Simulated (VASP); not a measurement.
# As (R-3m) in VASP: notebook, part 2 of 2

VASP 6.6.1.

## 3. Relaxation of cell and atoms, PBE

This run uses another cell than the first one: it holds 2 atoms, not 4.

File INCAR:

```
SYSTEM = As
PREC = Accurate
ENCUT = 510
EDIFF = 1E-7
ISMEAR = 0
SIGMA = 0.1
LREAL = .FALSE.
LASPH = .TRUE.
NELM = 120
ALGO = Normal
ISIF = 3
LWAVE = .FALSE.
LCHARG = .FALSE.
GGA = PE
IBRION = 2
NSW = 90
EDIFFG = -0.04
GGA_COMPAT = .FALSE.
NELMIN = 4
```

File KPOINTS:

```
regular mesh
0
G
  6 6 6
  0 0 0
```

File POSCAR:

```
As
1.0
    1.7690856180      1.0213820577      4.2361883263
   -1.7690856180      1.0213820577      4.2361883263
    0.0000000000     -2.0427641155      4.2361883263
As
2
Direct
    0.0577000000      0.0577000000      0.0577000000
    0.9423000000      0.9423000000      0.9423000000
```

Potentials or basis: VASP PAW PBE potentials, release 64 (As_d).

Command:

```sh
> cat potpaw_PBE.64/As_d/POTCAR > POTCAR
> mpirun -np 1 vasp_std > vasp.out
```

OUTCAR:

```text
SYSTEM = As
   PREC = Accurate
   ENCUT = 510
   EDIFF = 1E-7
   ISMEAR = 0
   LREAL = .FALSE.
   LASPH = .TRUE.
   NELM = 120
   ISIF = 3
   GGA = PE
   IBRION = 2
   NSW = 90
   EDIFFG = -0.04
   NELMIN = 4

 ion  position               nearest neighbor table
   1  0.058  0.058  0.058-   2 1.47
   2  0.942  0.942  0.942-   1 1.47

  LATTYP: Found a trigonal (rhomboedric) cell.
 ALAT       =     4.7029965732
 COS(alpha) =     0.7170052526

  Lattice vectors:

 A1 = (   1.7690856180,   1.0213820577,   4.2361883263)
 A2 = (  -1.7690856180,   1.0213820577,   4.2361883263)
 A3 = (   0.0000000000,  -2.0427641155,   4.2361883263)

Analysis of symmetry for initial positions (statically):
=====================================================================
 Subroutine PRICEL returns:
 Original cell was already a primitive cell.

 Routine SETGRP: Setting up the symmetry group for a
 trigonal (rhombohedral) supercell.

 Subroutine GETGRP returns: Found 12 space group operations
 (whereof 12 operations were pure point group operations)
 out of a pool of 12 trial point group operations.

The static configuration has the point symmetry D_3d.

Analysis of symmetry for dynamics (positions and initial velocities):
=====================================================================
[... 170 lines left out ...]
  external PRESSURE =    1243.5776683 kB  Pullay stress =       0.0000000 kB
[... 89 lines left out ...]
  FREE ENERGIE OF THE ION-ELECTRON SYSTEM (eV)
  ---------------------------------------------------
  free  energy   TOTEN  =        -2.6334016806 eV

  energy  without entropy=       -2.6117335024  energy(sigma->0) =       -2.62256759

 E-fermi :  -0.7063     XC(G=0):  -7.9911

 val. band max:       -0.7225927997   @ k =   0.3333   0.3333   0.1667
 cond. band min:      -0.7016253376   @ k =  -0.3333   0.5000   0.1667
 fundamental gap:      0.0209674620
 Fermi energy:        -0.7063290688

 k-point     1 :       0.0000    0.0000    0.0000
  band No.  band energies     occupation
      1     -36.8774      2.00000
      2     -36.8774      2.00000
      3     -36.8770      2.00000
      4     -36.8770      2.00000
      5     -36.8507      2.00000
      6     -36.8507      2.00000
[... 517 lines left out ...]
     18       0.0202      0.00000
     19       5.1473      0.00000

 [... further k-points ...]

[... ionic steps 4 to 12 ...]

--------------------------------------- Ionic step       13  -------------------------------------------

 number of electron      29.9999992 magnetization

------------------------ aborting loop because EDIFF is reached ----------------------------------------
[... 67 lines left out ...]
--------------------------------------- Ionic step       15  -------------------------------------------

 number of electron      29.9999981 magnetization

 Free energy of the ion-electron system (eV)
  ---------------------------------------------------
  ext. energy  EPLUGINS =         0.00000000
  ---------------------------------------------------
  free energy    TOTEN  =        -9.32811740 eV

  energy without entropy =       -9.32678588  energy(sigma->0) =       -9.32745164

 E-fermi :   2.1135     XC(G=0):  -9.3137

 val. band max:        1.9780144319   @ k =   0.5000   0.3333   0.3333
 cond. band min:       2.1744519770   @ k =   0.3333  -0.0000   0.0000
 fundamental gap:      0.1964375451
 Fermi energy:         2.1134912305

 k-point     1 :       0.0000    0.0000    0.0000
  band No.  band energies     occupation
      1     -34.0312      2.00000
      2     -34.0312      2.00000
      3     -33.9929      2.00000
      4     -33.9929      2.00000
      5     -33.9505      2.00000
      6     -33.9257      2.00000
[... 548 lines left out ...]
  FREE ENERGIE OF THE ION-ELECTRON SYSTEM (eV)
  ---------------------------------------------------
  free  energy   TOTEN  =        -9.3281174049 eV

  energy  without entropy=       -9.3267858770  energy(sigma->0) =       -9.32745164

 reached required accuracy - stopping structural energy minimisation
```

CONTCAR:

```text
As
   1.00000000000000
     1.8319691249034211    1.0576878673294146    4.6583499003647448
    -1.8319691249034211    1.0576878673294146    4.6583499003647448
     0.0000000000000000   -2.1153757347730311    4.6583499003672184
  As
     2
Direct
     0.2155041736699896    0.2155041736699896    0.2155041736701669
     0.7844958263300102    0.7844958263300102    0.7844958263298331

  0.00000000E+00  0.00000000E+00  0.00000000E+00
  0.00000000E+00  0.00000000E+00  0.00000000E+00
```

Run time: 7.6 min. Hardware: 1 thread of Intel Xeon Platinum 8259CL at 2.50GHz (Skylake/Cascade Lake), shared host; peak memory 0.22 GiB.

What came out:

| Item | Value |
| --- | --- |
| Free energy | -9.3281 eV |
| Relaxed volume | 27.08 Å³/atom |
| Relaxed cell | a = 5.116 Å, b = 5.116 Å, c = 5.116 Å, α = 41.96°, β = 41.96°, γ = 41.96° |
| Space group after relaxing (to 0.1 Å) | R-3m (No. 166) |
| Pressure after relaxing | 0.0 GPa |
| Largest force after relaxing | 0.008 eV/Å |
| Band gap on the k mesh | zero (bands 15 and 16 overlap by 0.19 eV) |

Forces on the atoms (eV/Å):
```
As   0.000  0.000  0.008
As   0.000  0.000 -0.008
```

Final structure:
```
As
1.0
     1.83197    1.05769    4.65835
    -1.83197    1.05769    4.65835
     0.00000   -2.11538    4.65835
As
2
Direct
  0.21550 0.21550 0.21550
  0.78450 0.78450 0.78450
```

Caveat: the volume moved by over 15 % at a fixed basis, so the end points are rough.

## 4. Single point, PBE

This run uses another cell than the first one: it holds 2 atoms, not 4.

File INCAR:

```
PREC     = Accurate       # precision mode
ENCUT    = 510            # plane-wave cutoff, eV
EDIFF    = 1E-6           # SCF threshold, eV
ISMEAR   = 0              # smearing method
SIGMA    = 0.1            # smearing width, eV
LREAL    = False          # projectors in reciprocal space
LASPH    = True           # aspherical terms in the spheres
NELM     = 120            # most SCF steps
ALGO     = Normal         # electronic algorithm
ISIF     = 2              # what is computed and relaxed
LWAVE    = False          # write WAVECAR
LCHARG   = False          # write CHGCAR
GGA      = PE             # functional
NBANDS   = 22             # bands
GGA_COMPAT= False
```

File KPOINTS:

```
Automatic mesh
0
Gamma
  6 6 6
```

File POSCAR:

```
As
1.0
    1.8083959973      1.0440779158      5.7688195689
   -1.8083959973      1.0440779158      5.7688195689
    0.0000000000     -2.0881558317      5.7688195689
As
2
Direct
    0.1266315166      0.1266315166      0.1266315166
    0.8733684834      0.8733684834      0.8733684834
```

Command:

```sh
> cat potpaw_PBE.64/As_d/POTCAR > POTCAR
> mpirun -np 1 vasp_std > vasp.out
```

Run time: 95 s. Hardware: 1 thread of Intel Xeon Platinum 8375C at 2.90GHz (Ice Lake), shared host; peak memory 0.3 GiB.

The run converged. Its results:

* Free energy: -9.3362 eV
* Pressure: 0.2 GPa
* Largest force: 0.023 eV/Å
* Band gap on the k mesh: 1.14 eV (least direct gap 1.44 eV)

Forces on the atoms (eV/Å):
```
As   0.000  0.000 -0.023
As   0.000  0.000  0.023
```

Stress tensor (GPa, compression positive):
```
0.09 0.00 0.00
0.00 0.09 0.00
0.00 0.00 0.31
```

Levels at points of the mesh, in eV from the valence-band top:
| k point | band 13 | band 14 | band 15 | band 16 | band 17 | band 18 |
| --- | --- | --- | --- | --- | --- | --- |
| (0.00, 0.00, 0.00) | -1.28 | -0.24 | -0.24 | 1.97 | 3.25 | 3.25 |
| (0.50, 0.00, 0.00) | -3.51 | -2.09 | -1.86 | 1.89 | 3.00 | 4.22 |
| (0.50, 0.50, 0.00) | -3.64 | -2.11 | -1.64 | 1.63 | 3.00 | 4.41 |
| (0.50, 0.50, 0.50) | -0.26 | -0.26 | 0.00 | 1.44 | 3.29 | 3.29 |

A k mesh can miss the band edges.

## 5. The runs side by side

| task | cell | k mesh | gap on the mesh (eV) | pressure (GPa) | largest force (eV/Å) |
| --- | --- | --- | --- | --- | --- |
| single point | a = 11.615 Å, angles 17.9°, 4 atoms, atomic positions A | 9 × 9 × 9 | 1.06 | 0.0 | 0.02 |
| relaxation of cell and atoms | relaxed from a = 4.703 Å, angles 44.2°, 2 atoms, atomic positions B | 6 × 6 × 6 | none | 0.0 | 0.01 |
| single point | a = 6.135 Å, angles 34.3°, 2 atoms, atomic positions C | 6 × 6 × 6 | 1.14 | 0.2 | 0.02 |

Alike in all rows: level PBE; potentials or basis VASP PAW PBE potentials, release 64 (As_d); no spin polarisation; cutoff (eV) 510; smearing gaussian 0.1 eV.

Caveats: the volume moved by over 15 % at a fixed basis, so the end points are rough (at least some runs).

Total energies depend on the potentials used, so only differences within one code and one set of settings carry meaning.

The gap in the log of VASP goes by the Fermi energy; the results here count the filled bands.